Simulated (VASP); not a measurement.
Here is a VASP 6.6.1 calculation.

INCAR

```
SYSTEM = V
PREC = Accurate ; ENCUT = 520
EDIFF = 1E-6 ; ISMEAR = -1
SIGMA = 0.1 ; LREAL = .False.
LASPH = .True. ; NELM = 100
ALGO = Normal ; ISIF = 2
LWAVE = .False. ; LCHARG = .True.
GGA = RE ; LELF = .True.
LVHAR = .True. ; NBANDS = 12
```

Contents of KPOINTS:

```
Automatic mesh
0
Gamma
  21 21 21
  0 0 0
```

POSCAR

```
V
1.0
    2.4634278862      0.0000000000      0.0000000000
    0.0000000000      2.4634278862      0.0000000000
    0.0000000000      0.0000000000      2.4634278862
V
1
Direct
    0.0000000000      0.0000000000      0.0000000000
```

Potentials or basis: VASP PAW PBE potentials, release 64 (V_sv).

Run with:

```sh
$ cat potpaw_PBE.64/V_sv/POTCAR > POTCAR
$ mpirun -np 1 vasp_std > vasp.out
```

Q: Predict the pressure.

A: 0.8 GPa.

Caveat: the PAW data sets were made with another functional, which shifts forces and pressure a little.
